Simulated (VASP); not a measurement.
WSe2: single point with r2SCAN+rVV10

WSe2:

```xyz
3
Lattice="1.6433 0.9488 6.4973 -1.6433 0.9488 6.4973 0.0000 -1.8975 6.4973" Properties=species:S:1:pos:R:3 pbc="T T T"
W     0.0000    0.0000    0.0000
Se    0.0000    0.0000    4.8000
Se    0.0000    0.0000   14.6918
```

```yaml
Program: VASP 6.6.1
Task: single point
Functional: r2SCAN
Dispersion: rVV10
Potentials_or_basis: VASP PAW PBE potentials, release 64 (W_sv, Se)
Cutoff: 520 eV
k_mesh: 8 × 8 × 8
Occupations: fermi-dirac, width 0.02 eV
Spin: no spin polarisation
Dipole_correction: no
Further_INCAR_settings: ALGO = Normal; EDIFF = 1e-07; NBANDS = 20
```

| Quantity | Value |
| --- | --- |
| Pressure | 0.6 GPa |
| Largest force | 0.058 eV/Å |
| Band gap on the k mesh | zero (band 13 reaches 6.63 eV, above the bottom of band 14 at 6.62 eV) |

Forces on the atoms (eV/Å):
```
W    0.000  0.000  0.000
Se   0.000  0.000 -0.058
Se   0.000  0.000  0.058
```

Levels at points of the mesh, in eV from the Fermi level:
| k point | band 10 | band 11 | band 12 | band 13 | band 14 | band 15 | band 16 | band 17 |
| --- | --- | --- | --- | --- | --- | --- | --- | --- |
| (0.00, 0.00, 0.00) | -2.04 | -1.70 | -0.75 | -0.75 | 0.15 | 0.15 | 3.52 | 3.52 |
| (0.50, 0.00, 0.00) | -4.08 | -3.35 | -2.24 | -1.55 | 1.56 | 2.24 | 3.40 | 3.67 |
| (0.50, 0.50, 0.00) | -3.97 | -3.37 | -2.53 | -1.85 | 1.56 | 1.90 | 3.66 | 4.00 |
| (0.50, 0.50, 0.50) | -3.65 | -0.74 | -0.74 | -0.53 | -0.01 | -0.01 | 3.69 | 3.69 |

Wall time 30 min on 1 thread of Intel(R) Xeon(R) Platinum 8375C CPU @ 2.90GHz (Ice Lake), on a shared host, peak memory 0.84 GiB.

Caveat: the PAW data sets were made with another functional, which shifts forces and pressure a little; spin-orbit coupling is left out, which moves the levels of the heavy elements.
